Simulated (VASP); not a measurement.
## NaIr (CsCl type): single point with PBE

Crystal: NaIr (CsCl type).

```
CELL_PARAMETERS angstrom
3.23126 0.00000 0.00000
0.00000 3.23126 0.00000
0.00000 0.00000 3.23126
ATOMIC_POSITIONS crystal
Na 0.00000 0.00000 0.00000
Ir 0.50000 0.50000 0.50000
```

```json
{"Program": "VASP 6.6.1", "Task": "single point", "Functional": "PBE", "Potentials or basis": "VASP PAW PBE potentials, release 64 (Na_pv, Ir)", "Cutoff": "520 eV", "k mesh": "11 × 11 × 11", "Occupations": "fermi-dirac, width 0.05 eV", "Spin": "no spin polarisation", "Dipole correction": "no", "k mesh for the DOS": "17 × 17 × 17", "Occupations for the DOS": "tetrahedron", "Further INCAR settings": "ALGO = Normal; EDIFF = 1e-06; NBANDS = 15"}
```

- Valence electrons inside the program's atomic spheres: Na 6.17; Ir 7.88

Levels at points of the mesh, in eV from the Fermi level:
```csv
k point,band 5,band 6,band 7,band 8,band 9,band 10,band 11,band 12
"(0.00, 0.00, 0.00)",-2.55,-2.55,0.18,0.18,0.18,9.79,9.79,9.79
```

Wall time 50 s on 1 thread of Intel Xeon 8259CL, with other jobs on the host, peak memory 0.2 GiB.

Caveat: spin-orbit coupling is left out, which moves the levels of the heavy elements.
